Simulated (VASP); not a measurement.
Wanted: the native input for a VASP 6.6.1 run.

```yaml
Task: electric field gradients
Functional: PBE
Potentials_or_basis: VASP PAW PBE potentials, release 64 (N)
Cutoff: 520 eV
k_mesh: 5 × 5 × 5
Occupations: fermi-dirac, width 0.05 eV
Spin: no spin polarisation
Dipole_correction: no
Further_INCAR_settings: LREAL = Auto; ALGO = Normal; EDIFF = 1e-08; NBANDS = 54
```

The structure of N lies in POSCAR:

```
N
1.0
    4.9308690349      2.8468385646      4.4024911852
   -4.9308690349      2.8468385646      4.4024911852
    0.0000000000     -5.6936771292      4.4024911852
N
16
Direct
    0.5586118100      0.0423832500      0.7208305700
    0.9576167500      0.2791694300      0.4413881900
    0.7208305700      0.5586118100      0.0423832500
    0.9581408800      0.9581408800      0.9581408800
    0.5423832500      0.0586118100      0.2208305700
    0.7791694300      0.4576167500      0.9413881900
    0.2791694300      0.4413881900      0.9576167500
    0.0418591200      0.0418591200      0.0418591200
    0.4576167500      0.9413881900      0.7791694300
    0.5418591200      0.5418591200      0.5418591200
    0.4413881900      0.9576167500      0.2791694300
    0.4581408800      0.4581408800      0.4581408800
    0.0423832500      0.7208305700      0.5586118100
    0.9413881900      0.7791694300      0.4576167500
    0.2208305700      0.5423832500      0.0586118100
    0.0586118100      0.2208305700      0.5423832500
```

One way to write it, as run:

INCAR

```
PREC = Accurate ; ENCUT = 520
EDIFF = 1E-8 ; ISMEAR = -1
SIGMA = 0.05 ; LREAL = Auto
LASPH = True ; NELM = 100
ALGO = Normal ; ISIF = 2
LWAVE = False ; LCHARG = False
GGA = PE ; LEFG = True
NBANDS = 54
```

KPOINTS

```
regular mesh
0
Gamma
  5 5 5
```

Potentials or basis: VASP PAW PBE potentials, release 64 (N).

Launch:

```bash
$ cat potpaw_PBE.64/N/POTCAR > POTCAR
$ mpirun -np 1 vasp_std > vasp.out
```

Results of the run:

| Quantity | Value |
| --- | --- |
| Pressure | 1.6 GPa |
| Largest force | 1.083 eV/Å |
| Band gap on the k mesh | 7.32 eV, indirect (least direct gap 7.37 eV) |

Caveat: the standard files for N, O and F lose accuracy on very short bonds; without QUAD_EFG the Cq values of the log hold for a quadrupole moment of 1 mb, not for the nuclei; forces of over 1 eV/Å act on the atoms, so gaps and moduli don't describe the material at rest.

Wall time 12 min on 1 thread of Intel(R) Xeon(R) Platinum 8259CL CPU @ 2.50GHz (Skylake/Cascade Lake) (shared host), peak memory 0.52 GiB.
